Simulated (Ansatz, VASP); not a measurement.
## LiH: VASP beside Ansatz

The input INCAR:

```
PREC = Accurate ; ENCUT = 520
EDIFF = 1E-6 ; ISMEAR = -1
SIGMA = 0.05 ; LREAL = False
LASPH = True ; NELM = 60
ALGO = Normal ; ISIF = 2
LWAVE = False ; LCHARG = False
GGA = PE ; NBANDS = 9
```

Contents of KPOINTS:

```
regular mesh
0
Gamma
  13 13 13
```

The input POSCAR:

```
LiH
1.0
    0.0000000000      2.1730771716      2.1730771716
    2.1730771716      0.0000000000      2.1730771716
    2.1730771716      2.1730771716      0.0000000000
Li H
1 1
Direct
    0.0000000000      0.0000000000      0.0000000000
    0.2500000000      0.2500000000      0.2500000000
```

Input for Ansatz:

```yaml
crystal:
  lattice:
    - [0.0, 2.1730771716, 2.1730771716]
    - [2.1730771716, 0.0, 2.1730771716]
    - [2.1730771716, 2.1730771716, 0.0]
  atoms:
    - { symbol: Li, position: [0.0, 0.0, 0.0] }
    - { symbol: H, position: [0.25, 0.25, 0.25] }
kpoints:
  mp_grid: { grid: [13, 13, 13] }
scf:
  occupations: { method: fermi_dirac, width: 0.05 }
hamiltonian:
  xc: pbe
  pseudopotentials: { kind: all_electron, lapw: { basis_error: 0.00025 } }
output:
  forces: true
  stress: true
  eigenvalues: true
```

Change from the starting cell: volume scaled by 1.04.

Alike in both runs: task single point; functional PBE; k mesh 13 × 13 × 13; occupations fermi-dirac, width 0.05 eV; no spin polarisation.

|  | VASP | Ansatz |
| --- | --- | --- |
| version | VASP 6.6.1 | Ansatz 0.2.0 |
| potentials or method | VASP PAW PBE potentials, release 64 (Li_sv, H), cutoff 520 eV | all-electron LAPW, scalar-relativistic |

```csv
,VASP,Ansatz,Ansatz less VASP
gap on the k mesh at the Fermi level (eV),4.27,4.27,-0.006
```

Ansatz ran all-electron here, and VASP with PAW potentials.

Noted on VASP's run: the cutoff is short for stress, so the pressure is rough.
